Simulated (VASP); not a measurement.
Bi3P2:

```
Bi P
1.0
     3.44630    1.98972    6.27279
    -3.44630    1.98972    6.27279
     0.00000   -3.97945    6.27279
Bi P
6 4
Direct
  0.05625 0.44375 0.75000
  0.75000 0.05625 0.44375
  0.44375 0.75000 0.05625
  0.94375 0.55625 0.25000
  0.25000 0.94375 0.55625
  0.55625 0.25000 0.94375
  0.85218 0.85218 0.85218
  0.64782 0.64782 0.64782
  0.14782 0.14782 0.14782
  0.35218 0.35218 0.35218
```

| Quantity | Value |
| --- | --- |
| Program | VASP 6.6.1 |
| Task | relaxation of cell and atoms |
| Functional | PBE |
| Potentials or basis | VASP PAW PBE potentials, release 64 (Bi_d, P) |
| Cutoff | 500 eV |
| k mesh | 3 × 3 × 3 |
| Occupations | gaussian, width 0.1 eV |
| Spin | no spin polarisation |

At the start: pressure 8.7 GPa; volume 25.81 Å³/atom.

Question: Where does the relaxation end?

Answer: Over 16 steps the energy falls by 105.5 meV/atom and the volume is 29.13 Å³/atom (+12.9 %); space group R-3c (No. 167, to 0.1 Å) before and after.

Step by step:
| step | energy change (eV) | largest force (eV/Å) | pressure (GPa) | volume (Å³) |
| --- | --- | --- | --- | --- |
| 1 | 0.0000 | 0.7375 | 8.71 | 258.08 |
| 2 | -0.7400 | 0.3243 | -3.21 | 314.08 |
| 3 | -0.9381 | 0.4204 | -0.26 | 294.17 |
| 4 | -0.9876 | 0.3186 | -0.13 | 293.27 |
| 5 | -1.0376 | 0.0758 | 0.43 | 290.90 |
| 6 | -1.0380 | 0.0567 | 0.37 | 291.11 |
| 7 | -1.0408 | 0.0393 | -0.29 | 294.76 |
| 8 | -1.0417 | 0.0453 | -0.08 | 293.54 |
| 9 | -1.0431 | 0.0471 | -0.07 | 293.35 |
| 10 | -1.0466 | 0.0527 | -0.02 | 292.76 |
| 11 | -1.0495 | 0.0613 | 0.07 | 291.59 |
| 12 | -1.0507 | 0.0508 | 0.02 | 291.69 |
| 13 | -1.0531 | 0.0209 | -0.14 | 292.01 |
| 14 | -1.0514 | 0.0354 | -0.43 | 292.65 |
| 15 | -1.0535 | 0.0041 | -0.23 | 292.20 |
| 16 | -1.0550 | 0.0092 | -0.10 | 291.31 |

Final structure:
```
Bi P
1.0
     3.66357    2.11516    6.26550
    -3.66357    2.11516    6.26550
     0.00000   -4.23032    6.26550
Bi P
6 4
Direct
  0.06006 0.43994 0.75000
  0.75000 0.06006 0.43994
  0.43994 0.75000 0.06006
  0.93994 0.56006 0.25000
  0.25000 0.93994 0.56006
  0.56006 0.25000 0.93994
  0.84480 0.84480 0.84480
  0.65520 0.65520 0.65520
  0.15520 0.15520 0.15520
  0.34480 0.34480 0.34480
```

Caveat: the k points lie up to 0.35 Å⁻¹ apart in the final cell.
